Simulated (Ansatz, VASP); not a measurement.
One calculation of BN, two programs

File INCAR:

```
SYSTEM = BN
ALGO = Normal
EDIFF = 1E-6
ENCUT = 520
ISIF = 2
ISMEAR = 0
LASPH = .TRUE.
LCHARG = .FALSE.
LREAL = .FALSE.
LWAVE = .FALSE.
NBANDS = 16
NELM = 60
PREC = Accurate
SIGMA = 0.05
```

The input KPOINTS:

```
k-points
0
G
  12 12 4
  0 0 0
```

File POSCAR:

```
BN
1.0
    2.4875935385      0.0000000000      0.0000000000
   -1.2437967692      2.1543191986      0.0000000000
    0.0000000000      0.0000000000      6.1876401676
B N
2 2
Direct
    0.3333333333      0.6666666667      0.2500000000
    0.6666666667      0.3333333333      0.7500000000
    0.3333333333      0.6666666667      0.7500000000
    0.6666666667      0.3333333333      0.2500000000
```

Input for Ansatz:

```yaml
crystal:
  lattice:
    - [2.4875935385, 0.0, 0.0]
    - [-1.2437967692, 2.1543191986, 0.0]
    - [0.0, 0.0, 6.1876401676]
  atoms:
    - { symbol: B, position: [0.3333333333, 0.6666666667, 0.25] }
    - { symbol: B, position: [0.6666666667, 0.3333333333, 0.75] }
    - { symbol: "N", position: [0.3333333333, 0.6666666667, 0.75] }
    - { symbol: "N", position: [0.6666666667, 0.3333333333, 0.25] }
basis:
  ecutwfc: 520.0
kpoints:
  mp_grid: { grid: [12, 12, 4] }
hamiltonian:
  xc: lda
  pseudopotentials: { kind: paw, azcp: { folder: soft_1 } }
scf:
  occupations: { method: gaussian, width: 0.05 }
output:
  forces: true
  stress: true
  eigenvalues: true
```

Alike in both runs: task single point; functional LDA; k mesh 12 × 12 × 4; occupations gaussian, width 0.05 eV; no spin polarisation.

|  | VASP | Ansatz |
| --- | --- | --- |
| version | VASP 6.6.1 | Ansatz 0.2.0 |
| potentials or method | VASP PAW LDA potentials, release 64 (B, N), cutoff 520 eV | scalar-relativistic, plane waves, PAW |
| valence electrons in the cell | 16 | 16 |

Ansatz gave:

* gap on the k mesh at the Fermi level (eV): 3.96
* least direct gap on the mesh (eV): 4.31
* pressure (GPa): 1.0
* traceless stress, the component that is largest in VASP (GPa): 0.86

Problem. Which values does VASP return?

Solution. gap on the k mesh at the Fermi level (eV): 3.95; least direct gap on the mesh (eV): 4.30; pressure (GPa): 1.6; traceless stress, the component that is largest in VASP (GPa): 0.02.

Ansatz warns that its potentials were made for another functional, while VASP's fit it. LDA's correlation is that of Perdew and Zunger in VASP and of Perdew and Wang (1992) in Ansatz.
